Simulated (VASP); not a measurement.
Here is a VASP 6.6.1 calculation.

Contents of INCAR:

```
ALGO = Normal
EDIFF = 1E-6
ENCUT = 520
GGA = PS
ISIF = 2
ISMEAR = 0
LASPH = T
LCHARG = T
LELF = T
LREAL = F
LVHAR = T
LWAVE = F
NBANDS = 15
NELM = 60
PREC = Accurate
SIGMA = 0.05
```

File KPOINTS:

```
k-points
0
Gamma
  6 6 6
```

Contents of POSCAR:

```
KI
1.0
    4.1195487936      0.0000000000      0.0000000000
    0.0000000000      4.1195487936      0.0000000000
    0.0000000000      0.0000000000      4.2911966600
K I
1 1
Direct
    0.0000000000      0.0000000000      0.0000000000
    0.5000000000      0.5000000000      0.5000000000
```

Potentials or basis: VASP PAW PBE potentials, release 64 (K_sv, I).

Launch:

```console
$ cat potpaw_PBE.64/K_sv/POTCAR potpaw_PBE.64/I/POTCAR > POTCAR
$ mpirun -np 1 vasp_std > vasp.out
```

Problem. What does it give for the pressure?

Solution. 0.7 GPa.

Problem. Estimate the band gap on the k mesh.

Solution. 3.27 eV, indirect (least direct gap 3.60 eV).

Stress tensor (GPa, compression positive):
```
 1.11  0.00  0.00
 0.00  1.11  0.00
 0.00  0.00 -0.23
```

Caveat: the cell differs from its parent crystal (strain -0.040 along x and y, +0.000 along z); the PAW data sets were made with another functional, which shifts forces and pressure a little; spin-orbit coupling is left out, which moves the levels of the heavy elements. A k mesh can miss the band edges.
